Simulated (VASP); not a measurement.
Write the native input for VASP 6.6.1 that does the following.

- Task: relaxation of cell and atoms
- Functional: revPBE
- Potentials or basis: VASP PAW PBE potentials, release 64 (Ti_sv, Al)
- Cutoff: 600 eV
- k mesh: 8 × 8 × 8
- Occupations: fermi-dirac, width 0.05 eV
- Spin: no spin polarisation
- Dipole correction: no
- Further INCAR settings: ALGO = Fast; EDIFF = 1e-06; IBRION = 2; EDIFFG = -0.01; NSW = 60; ISIF = 3

The structure of TiAl lies in POSCAR:

```
TiAl
1.0
    3.1790640000      0.0000000000      0.0000000000
    0.0000000000      3.1790640000      0.0000000000
    0.0000000000      0.0000000000      3.1790640000
Ti Al
1 1
Direct
    0.0000000000      0.0000000000      0.0000000000
    0.5000000000      0.5000000000      0.5000000000
```

These files were run (other wordings do the same):

INCAR

```
SYSTEM = TiAl
  PREC = Accurate
  ENCUT = 600
  EDIFF = 1E-6
  ISMEAR = -1
  SIGMA = 0.05
  LREAL = .False.
  LASPH = .True.
  NELM = 60
  ALGO = Fast
  ISIF = 3
  LWAVE = .False.
  LCHARG = .False.
  GGA = RE
  IBRION = 2
  NSW = 60
  EDIFFG = -0.01
```

KPOINTS

```
regular mesh
0
Gamma
  8 8 8
  0 0 0
```

Potentials or basis: VASP PAW PBE potentials, release 64 (Ti_sv, Al).

Run with:

```bash
$ cat potpaw_PBE.64/Ti_sv/POTCAR potpaw_PBE.64/Al/POTCAR > POTCAR
$ mpirun -np 1 vasp_std > vasp.out
```

Results of the run:

The relaxed volume is 16.46 Å³/atom and the relaxed cell is a = 3.205 Å, b = 3.205 Å, c = 3.205 Å, α = 90.00°, β = 90.00°, γ = 90.00°. The space group after relaxing (to 0.05 Å) is Pm-3m (No. 221) and the energy gained by relaxing is 3.4 meV/atom. The ionic steps are 3. The pressure after relaxing is 0.0 GPa.

Caveat: the PAW data sets were made with another functional, which shifts forces and pressure a little.

It took 79 s on 1 thread of Intel Xeon 6975P-C (shared host), peak memory 0.17 GiB.
